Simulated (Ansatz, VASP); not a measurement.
## LiNbO3: VASP beside Ansatz

File INCAR:

```
ALGO = Normal ; EDIFF = 1E-6
ENCUT = 520 ; GGA = PE
ISIF = 2 ; ISMEAR = 0
LASPH = T ; LCHARG = F
LREAL = F ; LWAVE = F
NBANDS = 45 ; NELM = 80
PREC = Accurate ; SIGMA = 0.05
```

KPOINTS

```
k-points
0
Gamma
  6 6 6
```

The input POSCAR:

```
LiNbO3
1.0
    2.6920532121      1.5542576467      4.6190249013
   -2.6920532121      1.5542576467      4.6190249013
    0.0000000000     -3.1085152933      4.6190249013
Li Nb O
2 2 6
Direct
    0.2815913687      0.2815913687      0.2815913687
    0.7815913687      0.7815913687      0.7815913687
    0.0004900497      0.0004900497      0.0004900497
    0.5004900497      0.5004900497      0.5004900497
    0.1104619503      0.3580262714      0.7211003599
    0.7211003599      0.1104619503      0.3580262714
    0.3580262714      0.7211003599      0.1104619503
    0.2211003599      0.8580262714      0.6104619503
    0.8580262714      0.6104619503      0.2211003599
    0.6104619503      0.2211003599      0.8580262714
```

Input for Ansatz:

```yaml
crystal:
  lattice:
    - [2.6920532121, 1.5542576467, 4.6190249013]
    - [-2.6920532121, 1.5542576467, 4.6190249013]
    - [0.0, -3.1085152933, 4.6190249013]
  atoms:
    - { symbol: Li, position: [0.2815913687, 0.2815913687, 0.2815913687] }
    - { symbol: Li, position: [0.7815913687, 0.7815913687, 0.7815913687] }
    - { symbol: Nb, position: [0.0004900497, 0.0004900497, 0.0004900497] }
    - { symbol: Nb, position: [0.5004900497, 0.5004900497, 0.5004900497] }
    - { symbol: O, position: [0.1104619503, 0.3580262714, 0.7211003599] }
    - { symbol: O, position: [0.7211003599, 0.1104619503, 0.3580262714] }
    - { symbol: O, position: [0.3580262714, 0.7211003599, 0.1104619503] }
    - { symbol: O, position: [0.2211003599, 0.8580262714, 0.6104619503] }
    - { symbol: O, position: [0.8580262714, 0.6104619503, 0.2211003599] }
    - { symbol: O, position: [0.6104619503, 0.2211003599, 0.8580262714] }
basis:
  ecutwfc: 520.0
kpoints:
  mp_grid: { grid: [6, 6, 6] }
hamiltonian:
  xc: pbe
  pseudopotentials: { kind: paw, azcp: { folder: soft_1 } }
scf:
  occupations: { method: gaussian, width: 0.05 }
output:
  forces: true
  stress: true
  eigenvalues: true
```

Alike in both runs: task single point; functional PBE; k mesh 6 × 6 × 6; occupations gaussian, width 0.05 eV; no spin polarisation.

```csv
,VASP,Ansatz
version,VASP 6.6.1,Ansatz 0.2.0
potentials or method,"VASP PAW PBE potentials, release 64 (Li_sv, Nb_sv, O), cutoff 520 eV","scalar-relativistic, plane waves, PAW"
valence electrons in the cell,68,68
```

|  | VASP | Ansatz | Ansatz less VASP |
| --- | --- | --- | --- |
| gap on the k mesh at the Fermi level (eV) | 3.21 | 3.23 | +0.013 |
| least direct gap on the mesh (eV) | 3.28 | 3.29 | +0.011 |
| rms of the force components (eV/Å) | 0.416 | 0.418 | +0.0017 |

Atom by atom the forces differ by 0.008 eV/Å (rms over components).

Noted on VASP's run: the cutoff is under 1.25 times that of the potentials, so the pressure is a little rough.
